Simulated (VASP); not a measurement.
The system is CdTe.

```
Cd Te
1.0
     0.00000    3.24467    3.24467
     3.24467    0.00000    3.24467
     3.24467    3.24467    0.00000
Cd Te
1 1
Direct
  0.00000 0.00000 0.00000
  0.25000 0.25000 0.25000
```

Program: VASP 6.6.1. Alike in all runs: task single point; potentials or basis VASP PAW PBE potentials, release 64 (Cd, Te); no spin polarisation; cell as given; k mesh 4 × 4 × 4; cutoff (eV) 520; smearing gaussian 0.01 eV.

Task: Order these runs on this cell by their band gap on the k mesh, lowest first.
A. level PBE0; share of exact exchange 0.25
B. level HF; share of exact exchange 1
C. level HSE06; share of exact exchange 0.25; screening parameter 0.2079 1/Å

Result: C (1.55 eV), A (2.23 eV), B (6.72 eV).

Caveats: spin-orbit coupling is left out, which moves the levels of the heavy elements.
